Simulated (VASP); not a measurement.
# BN in VASP: further runs

The runs below take BN through single point, with r2SCAN, HSE06.

Everything below comes from runs of VASP 6.6.1. Logs are shortened: lines on timing, memory, paths and dates and some standing lists are left out, and cuts for length are marked.

## 1. The cell of the first run

The structure is orthorhombic, space group Imm2 (No. 44). The conventional cell has a = 2.527 Å, b = 2.578 Å, c = 3.610 Å, α = 90.00°, β = 90.00°, γ = 90.00°. B (site symmetry mm2) has 4 N at 1.55 to 1.57 Å within 2.1 Å. Within 2.1 Å of N (site symmetry mm2) lie 4 B at 1.55 to 1.57 Å.

## 2. Single point, r2SCAN (shear xy strain -2.0%)

The input, POSCAR:

```
BN
1.0
   -0.0180482545      1.8048254497      1.8048254497
    1.8048254497     -0.0180482545      1.8048254497
    1.7867771952      1.7867771952      0.0000000000
B N
1 1
Direct
   -0.0000912040     -0.0000912040      0.0000912040
    0.2500912040      0.2500912040      0.2499087960
```

The input, INCAR.step1:

```
SYSTEM = BN
ALGO     = Normal         ! electronic algorithm
EDIFF    = 1E-4           ! SCF threshold, eV
ENCUT    = 520            ! plane-wave cutoff, eV
GGA      = PE             ! functional
ISMEAR   = 0              ! smearing method
LASPH    = .True.         ! aspherical terms in the spheres
LCHARG   = .False.        ! write CHGCAR
LREAL    = .False.        ! projectors in reciprocal space
LWAVE    = .True.         ! write WAVECAR
NBANDS   = 11             ! bands
NELM     = 80             ! most SCF steps
PREC     = Accurate       ! precision mode
SIGMA    = 0.01           ! smearing width, eV
```

The input, INCAR.step2:

```
SYSTEM = BN
ALGO     = Normal         ! electronic algorithm
EDIFF    = 1E-7           ! SCF threshold, eV
ENCUT    = 520            ! plane-wave cutoff, eV
ISIF     = 2              ! what is computed and relaxed
ISMEAR   = 0              ! smearing method
ISTART   = 1            
LASPH    = .True.         ! aspherical terms in the spheres
LCHARG   = .False.        ! write CHGCAR
LMIXTAU  = .True.       
LREAL    = .False.        ! projectors in reciprocal space
LWAVE    = .False.        ! write WAVECAR
METAGGA  = R2SCAN         ! meta-GGA
NBANDS   = 11             ! bands
NELM     = 80             ! most SCF steps
PREC     = Accurate       ! precision mode
SIGMA    = 0.01           ! smearing width, eV
```

The input, KPOINTS:

```
k-points
0
Gamma
  12 12 12
  0 0 0
```

Potentials or basis: VASP PAW PBE potentials, release 64 (B, N).

Launch:

```console
$ cat potpaw_PBE.64/B/POTCAR potpaw_PBE.64/N/POTCAR > POTCAR
$ cp INCAR.step1 INCAR
$ mpirun -np 1 vasp_std > vasp.out
$ cp INCAR.step2 INCAR
$ mpirun -np 1 vasp_std > vasp.out
```

OUTCAR:

```text
SYSTEM = BN
   EDIFF = 1E-7
   ENCUT = 520
   ISIF = 2
   ISMEAR = 0
   ISTART = 1
   LASPH = .True.
   LREAL = .False.
   METAGGA = R2SCAN
   NELM = 80
   PREC = Accurate

 ion  position               nearest neighbor table
   1  1.000  1.000  0.000-   2 1.55   2 1.55   2 1.57   2 1.57
   2  0.250  0.250  0.250-   1 1.55   1 1.55   1 1.57   1 1.57

  LATTYP: Found a body centered orthorhombic cell.
 ALAT       =     2.5268845424
 B/A-ratio  =     1.0202020202
 C/A-ratio  =     1.4284985479

  Lattice vectors:

 A1 = (   0.0180482545,  -1.8048254497,  -1.8048254497)
 A2 = (  -0.0180482545,   1.8048254497,  -1.8048254497)
 A3 = (   1.8048254497,  -0.0180482545,   1.8048254497)

Analysis of symmetry for initial positions (statically):
=====================================================================
 Subroutine PRICEL returns:
 Original cell was already a primitive cell.

 Routine SETGRP: Setting up the symmetry group for a
 body centered orthorhombic supercell.

 Subroutine GETGRP returns: Found  4 space group operations
 (whereof  4 operations were pure point group operations)
 out of a pool of  8 trial point group operations.

The static configuration has the point symmetry C_2v.

Analysis of symmetry for dynamics (positions and initial velocities):
=====================================================================
 Subroutine PRICEL returns:
 Original cell was already a primitive cell.

 Routine SETGRP: Setting up the symmetry group for a
 body centered orthorhombic supercell.

 Subroutine GETGRP returns: Found  4 space group operations
 (whereof  4 operations were pure point group operations)
 out of a pool of  8 trial point group operations.

The dynamic configuration has the point symmetry C_2v.

 Subroutine INISYM returns: Found  4 space group operations
 (whereof  4 operations are pure point group operations),
 and found     1 'primitive' translations

----------------------------------------------------------------------------------------

                                     Primitive cell

  volume of cell :      11.7569

  direct lattice vectors                    reciprocal lattice vectors
    -0.018048254  1.804825450  1.804825450    -0.274292179  0.274292179  0.277035101
     1.804825450 -0.018048254  1.804825450     0.274292179 -0.274292179  0.277035101
     1.786777195  1.786777195  0.000000000     0.279833435  0.279833435 -0.277035101

  length of vectors
     2.552472438  2.552472438  2.526884542     0.476676878  0.476676878  0.483075511

  position of ions in fractional coordinates (direct lattice)
     0.999908796  0.999908796  0.000091204
     0.250091204  0.250091204  0.249908796

[... 82 lines left out ...]
   ISIF   =      2    stress and relaxation
   ISYM   =      2    0-nonsym 1-usesym 2-fastsym
   POTIM  = 0.5000    time-step for ionic-motion
   TEBEG  =    0.0;   TEEND  =   0.0 temperature during run
   PSTRESS=    0.0 pullay stress
   NELECT =       8.0000    total number of electrons
   NUPDOWN=      -1.0000    fix difference up-down
   EMIN   =  10.00;   EMAX   =-10.00  energy-range for DOS
   EFERMI =   0.00;   METHOD = LEGACY
   ISMEAR =     0;   SIGMA  =   0.01  broadening in eV -4-tet -1-fermi 0-gaus
   EFERMI_NEDOS =   21; number of points for ismear=-14 and -15
   IALGO  =     38    algorithm
   IMIX   =      4    mixing-type and parameters
     AMIX     =   0.40;   BMIX     =  1.00
     AMIX_MAG =   1.60;   BMIX_MAG =  1.00
  volume/ion in A,a.u.               =       5.88        39.67
  Fermi-wavevector in a.u.,A,eV,Ry     =   1.439928  2.721069 28.210218  2.073393
  Thomas-Fermi vector in A             =   2.558729
   LORBIT       =      0    0 simple, 1 ext, 2 COOP (PROOUT), +10 PAW based schemes
   METAGGA = R2SCAN    functional components
   LHFCALC =     F    Hartree Fock is set to
   AEXX    =    0.0000 exact exchange contribution
   IVDW    =     0    specifies the selected vdW correction
   LEPSILON=     F    determine dielectric tensor
   LRPA    =     F    only Hartree local field effects (RPA)
 non-spin polarized calculation
 Gauss-broadening in eV      SIGMA  =   0.01
  energy-cutoff  :      520.00
  volume of cell :       11.76
 maximum number of plane-waves:       331
   NGX =  9   NGY =  9   NGZ =  9

 number of electron       7.9999999 magnetization

 Free energy of the ion-electron system (eV)
  ---------------------------------------------------
  ext. energy  EPLUGINS =         0.00000000
  ---------------------------------------------------
  free energy    TOTEN  =       -19.16466291 eV

  energy without entropy =      -19.16466291  energy(sigma->0) =      -19.16466291

 E-fermi :   7.5507     XC(G=0): -13.6703

 val. band max:        7.3465598188   @ k =   0.0000   0.0000   0.0000
 cond. band min:      12.2539185929   @ k =   0.5000   0.5000   0.0000
 fundamental gap:      4.9073587742
 Fermi energy:         7.5506909590

 k-point     1 :       0.0000    0.0000    0.0000
  band No.  band energies     occupation
      1     -14.0466      2.00000
      2       7.2533      2.00000
      3       7.2935      2.00000
      4       7.3466      2.00000
      5      16.5809      0.00000
      6      16.7417      0.00000
      7      17.1189      0.00000
      8      18.5498      0.00000
      9      33.5196      0.00000
     10      36.0970      0.00000
     11      36.1099      0.00000
[... 309 lines left out ...]
 k-point    24 :      -0.4167    0.1667    0.0000
  band No.  band energies     occupation
      1      -9.4430      2.00000
      2      -3.1264      2.00000
      3       3.0224      2.00000
      4       4.7225      2.00000
      5      17.5277      0.00000
      6      20.4578      0.00000
      7      20.6222      0.00000
      8      24.0046      0.00000
      9      29.5817      0.00000
     10      34.2050      0.00000
     11      35.5134      0.00000

 [... further k-points ...]
[... 5 lines left out ...]
  --------------------------------------------------------------------------------------
  -------------------------------------------------------------------------------------
  Total        0.1026294      0.1026294      0.0868934      0.6905638      0.0000000      0.0000000
  in kB       13.9858978     13.9858978     11.8414528     94.1070660      0.0000000      0.0000000
  external PRESSURE =      13.2710828 kB  Pullay stress =       0.0000000 kB

 VOLUME and BASIS-vectors are now :
 -----------------------------------------------------------------------------
  energy-cutoff  :      520.00
  volume of cell :       11.76
      direct lattice vectors                 reciprocal lattice vectors
    -0.018048254  1.804825450  1.804825450    -0.274292179  0.274292179  0.277035101
     1.804825450 -0.018048254  1.804825450     0.274292179 -0.274292179  0.277035101
     1.786777195  1.786777195  0.000000000     0.279833435  0.279833435 -0.277035101

 POSITION                                       TOTAL-FORCE (eV/Angst)
 -----------------------------------------------------------------------------------
      1.78678      1.78678      3.60932         0.000000      0.000000     -0.004404
      0.89339      0.89339      0.90274         0.000000      0.000000      0.004404
 -----------------------------------------------------------------------------------
    total drift:                               -0.000000     -0.000000     -0.000020

  FREE ENERGIE OF THE ION-ELECTRON SYSTEM (eV)
  ---------------------------------------------------
  free  energy   TOTEN  =       -19.1646629061 eV

  energy  without entropy=      -19.1646629061  energy(sigma->0) =      -19.16466291
```

OSZICAR.step1:

```text
N       E                     dE             d eps       ncg     rms          rms(c)
DAV:   1     0.104703687642E+02    0.10470E+02   -0.49668E+03  6307   0.723E+02
DAV:   2    -0.178901554750E+02   -0.28361E+02   -0.27465E+02  7328   0.164E+02
DAV:   3    -0.184149294846E+02   -0.52477E+00   -0.52386E+00  7257   0.190E+01
DAV:   4    -0.184155635225E+02   -0.63404E-03   -0.63403E-03  6604   0.728E-01
DAV:   5    -0.184155640823E+02   -0.55985E-06   -0.55986E-06  6535   0.218E-02    0.673E+00
DAV:   6    -0.175294548715E+02    0.88611E+00   -0.29330E+00  6496   0.991E+00    0.329E+00
DAV:   7    -0.174558018937E+02    0.73653E-01   -0.10648E-01  6913   0.269E+00    0.193E+00
DAV:   8    -0.174413024318E+02    0.14499E-01   -0.35880E-02  6851   0.138E+00    0.196E-01
DAV:   9    -0.174414826859E+02   -0.18025E-03   -0.96996E-04  6493   0.261E-01    0.844E-02
DAV:  10    -0.174415694991E+02   -0.86813E-04   -0.12310E-04  6754   0.947E-02
   1 F= -.17441569E+02 E0= -.17441569E+02  d E =-.842033E-21
```

Wall time 70 s (1 thread of AMD EPYC 9R45 (Zen 5), shared host); peak memory 0.12 GiB.

What came out:

```yaml
Free_energy: -19.1647 eV
Pressure: 1.3 GPa
Largest_force: 0.004 eV/Å
Band_gap_on_the_k_mesh: 4.91 eV, indirect (least direct gap 9.23 eV)
```

Forces in eV/Å, atoms in the order of the input:
```
B    0.000  0.000 -0.004
N    0.000  0.000  0.004
```

Stress tensor (GPa, compression positive):
```
1.40 9.41 0.00
9.41 1.40 0.00
0.00 0.00 1.18
```

Caveat: the cell differs from its parent crystal (shear xy strain -2.0%); the PAW data sets were made with another functional, which shifts forces and pressure a little.

## 3. Single point, HSE06

The input, POSCAR:

```
BN
1.0
    0.0000000000      1.8048254497      1.8048254497
    1.8048254497      0.0000000000      1.8048254497
    1.8048254497      1.8048254497      0.0000000000
B N
1 1
Direct
    0.0000000000      0.0000000000      0.0000000000
    0.2500000000      0.2500000000      0.2500000000
```

The input, INCAR.step1:

```
ALGO = Normal ; EDIFF = 1E-5
ENCUT = 520 ; GGA = PE
ISIF = 2 ; ISMEAR = 0
LASPH = True ; LREAL = False
LWAVE = True ; NBANDS = 11
NELM = 60 ; PREC = Accurate
SIGMA = 0.01
```

The input, INCAR.step2:

```
ALGO = Normal ; EDIFF = 1E-7
ENCUT = 520 ; GGA = PE
HFSCREEN = 0.2079 ; ISIF = 2
ISMEAR = 0 ; ISTART = 1
LASPH = True ; LCHARG = True
LELF = True ; LHFCALC = True
LREAL = False ; LVHAR = True
LWAVE = False ; NBANDS = 11
NELM = 60 ; PREC = Accurate
PRECFOCK = Normal ; SIGMA = 0.01
```

The input, KPOINTS:

```
k-points
0
Gamma
  8 8 8
```

Potentials or basis: VASP PAW PBE potentials, release 64 (B, N).

Launch:

```console
$ cat potpaw_PBE.64/B/POTCAR potpaw_PBE.64/N/POTCAR > POTCAR
$ cp INCAR.step1 INCAR
$ mpirun -np 1 vasp_std > vasp.out
$ cp INCAR.step2 INCAR
$ mpirun -np 1 vasp_std > vasp.out
```

OUTCAR:

```text
EDIFF = 1E-7
   ENCUT = 520
   GGA = PE
   HFSCREEN = 0.2079
   ISIF = 2
   ISMEAR = 0
   ISTART = 1
   LASPH = True
   LHFCALC = True
   LREAL = False
   NELM = 60
   PREC = Accurate
   PRECFOCK = Normal

 ion  position               nearest neighbor table
   1  0.000  0.000  0.000-   2 1.56   2 1.56   2 1.56   2 1.56
   2  0.250  0.250  0.250-   1 1.56   1 1.56   1 1.56   1 1.56

  LATTYP: Found a face centered cubic cell.
 ALAT       =     3.6096508994

  Lattice vectors:

 A1 = (   0.0000000000,   1.8048254497,   1.8048254497)
 A2 = (   1.8048254497,   0.0000000000,   1.8048254497)
 A3 = (   1.8048254497,   1.8048254497,   0.0000000000)

Analysis of symmetry for initial positions (statically):
=====================================================================
 Subroutine PRICEL returns:
 Original cell was already a primitive cell.

 Routine SETGRP: Setting up the symmetry group for a
 face centered cubic supercell.

 Subroutine GETGRP returns: Found 24 space group operations
 (whereof 24 operations were pure point group operations)
 out of a pool of 48 trial point group operations.

The static configuration has the point symmetry T_d .

Analysis of symmetry for dynamics (positions and initial velocities):
=====================================================================
 Subroutine PRICEL returns:
 Original cell was already a primitive cell.

 Routine SETGRP: Setting up the symmetry group for a
 face centered cubic supercell.

 Subroutine GETGRP returns: Found 24 space group operations
 (whereof 24 operations were pure point group operations)
 out of a pool of 48 trial point group operations.

The dynamic configuration has the point symmetry T_d .

 Subroutine INISYM returns: Found 24 space group operations
 (whereof 24 operations are pure point group operations),
 and found     1 'primitive' translations

----------------------------------------------------------------------------------------
[... 122 lines left out ...]
   NKREDX  =     1    reduce k-point grid by
   NKREDY  =     1    reduce k-point grid by
   NKREDZ  =     1    reduce k-point grid by
   AEXX    =    0.2500 exact exchange contribution
   HFSCREEN=    0.2079 screening length (either q_TF or 0.3 A-1)
   HFSCREENC=   0.2079 screening length for correlation (either q_TF or 0.3 A-1)
   ENCUTFOCK=  -1.0 apply spherical cutoff to Coloumb kernel
   IVDW    =     0    specifies the selected vdW correction
   LEPSILON=     F    determine dielectric tensor
   LRPA    =     F    only Hartree local field effects (RPA)
 non-spin polarized calculation
 Gauss-broadening in eV      SIGMA  =   0.01
  energy-cutoff  :      520.00
  volume of cell :       11.76
 maximum number of plane-waves:       332
  NGX = 16; NGY = 16; NGZ = 16

 number of electron       7.9999999 magnetization

 Free energy of the ion-electron system (eV)
  ---------------------------------------------------
  ext. energy  EPLUGINS =         0.00000000
  ---------------------------------------------------
  free energy    TOTEN  =       -20.32734271 eV

  energy without entropy =      -20.32734271  energy(sigma->0) =      -20.32734271

 E-fermi :   6.6981     XC(G=0): -10.5053

 val. band max:        6.5987004976   @ k =   0.0000   0.0000   0.0000
 cond. band min:      12.3781002821   @ k =   0.5000   0.5000   0.0000
 fundamental gap:      5.7793997846
 Fermi energy:         6.6981367474

 k-point     1 :       0.0000    0.0000    0.0000
  band No.  band energies     occupation
      1     -15.5593      2.00000
      2       6.5987      2.00000
      3       6.5987      2.00000
      4       6.5987      2.00000
      5      17.1731      0.00000
      6      17.1731      0.00000
      7      17.1731      0.00000
      8      18.8034      0.00000
      9      33.4152      0.00000
     10      36.4120      0.00000
     11      36.4120      0.00000
[... 309 lines left out ...]
 k-point    24 :      -0.3750    0.2500    0.1250
  band No.  band energies     occupation
      1     -10.2526      2.00000
      2      -3.9825      2.00000
      3       1.3253      2.00000
      4       2.8605      2.00000
      5      17.8433      0.00000
      6      19.6294      0.00000
      7      23.2021      0.00000
      8      24.6885      0.00000
      9      28.0913      0.00000
     10      34.8752      0.00000
     11      36.4357      0.00000

 [... further k-points ...]
[... 5 lines left out ...]
  --------------------------------------------------------------------------------------
  -------------------------------------------------------------------------------------
  Total       -0.2873107     -0.2873107     -0.2873107     -0.0000000     -0.0000000     -0.0000000
  in kB      -39.1495525    -39.1495525    -39.1495525     -0.0000000     -0.0000000     -0.0000000
  external PRESSURE =     -39.1495525 kB  Pullay stress =       0.0000000 kB

 VOLUME and BASIS-vectors are now :
 -----------------------------------------------------------------------------
  energy-cutoff  :      520.00
  volume of cell :       11.76
      direct lattice vectors                 reciprocal lattice vectors
     0.000000000  1.804825450  1.804825450    -0.277035101  0.277035101  0.277035101
     1.804825450  0.000000000  1.804825450     0.277035101 -0.277035101  0.277035101
     1.804825450  1.804825450  0.000000000     0.277035101  0.277035101 -0.277035101

 POSITION                                       TOTAL-FORCE (eV/Angst)
 -----------------------------------------------------------------------------------
      0.00000      0.00000      0.00000         0.000000      0.000000      0.000000
      0.90241      0.90241      0.90241        -0.000000     -0.000000     -0.000000
 -----------------------------------------------------------------------------------
    total drift:                                0.000000     -0.000000     -0.000000

  FREE ENERGIE OF THE ION-ELECTRON SYSTEM (eV)
  ---------------------------------------------------
  free  energy   TOTEN  =       -20.3273427145 eV

  energy  without entropy=      -20.3273427145  energy(sigma->0) =      -20.32734271
```

OSZICAR.step1:

```text
N       E                     dE             d eps       ncg     rms          rms(c)
DAV:   1     0.106632671128E+02    0.10663E+02   -0.48371E+03   662   0.716E+02
DAV:   2    -0.179065942859E+02   -0.28570E+02   -0.27475E+02   793   0.165E+02
DAV:   3    -0.184196797138E+02   -0.51309E+00   -0.51251E+00   764   0.187E+01
DAV:   4    -0.184202446434E+02   -0.56493E-03   -0.56492E-03   686   0.718E-01
DAV:   5    -0.184202451595E+02   -0.51611E-06   -0.51613E-06   734   0.212E-02    0.673E+00
DAV:   6    -0.175356953944E+02    0.88455E+00   -0.29296E+00   671   0.990E+00    0.329E+00
DAV:   7    -0.174622210777E+02    0.73474E-01   -0.10575E-01   707   0.268E+00    0.193E+00
DAV:   8    -0.174477668009E+02    0.14454E-01   -0.35770E-02   716   0.138E+00    0.195E-01
DAV:   9    -0.174479491083E+02   -0.18231E-03   -0.95724E-04   668   0.258E-01    0.837E-02
DAV:  10    -0.174480351422E+02   -0.86034E-04   -0.12075E-04   700   0.937E-02    0.151E-02
DAV:  11    -0.174480403660E+02   -0.52237E-05   -0.92073E-06   692   0.249E-02
   1 F= -.17448040E+02 E0= -.17448040E+02  d E =-.221755E-34
```

Run time: 9.4 min. Hardware: 1 thread of AMD EPYC 9R45 (Zen 5), shared host; peak memory 0.2 GiB.

Results:

```
Free energy            : -20.3273 eV
Pressure               : -3.9 GPa
Band gap on the k mesh : 5.78 eV, indirect (least direct gap 10.57 eV)
```

Levels at points of the mesh, in eV from the valence-band top:
```
           k point  band 1  band 2  band 3  band 4  band 5  band 6  band 7  band 8  band 9
(0.00, 0.00, 0.00)  -22.16    0.00    0.00    0.00   10.57   10.57   10.57   12.20   26.82
(0.50, 0.00, 0.00)  -17.61  -11.67   -2.11   -2.11   11.90   12.54   12.54   17.42   25.63
(0.50, 0.50, 0.00)  -16.12   -9.80   -5.34   -5.34    5.78   10.76   20.53   20.53   23.32
```

Caveat: the PAW data sets were made with another functional, which shifts forces and pressure a little. A k mesh can miss the band edges.

[end of part 1 of 2]
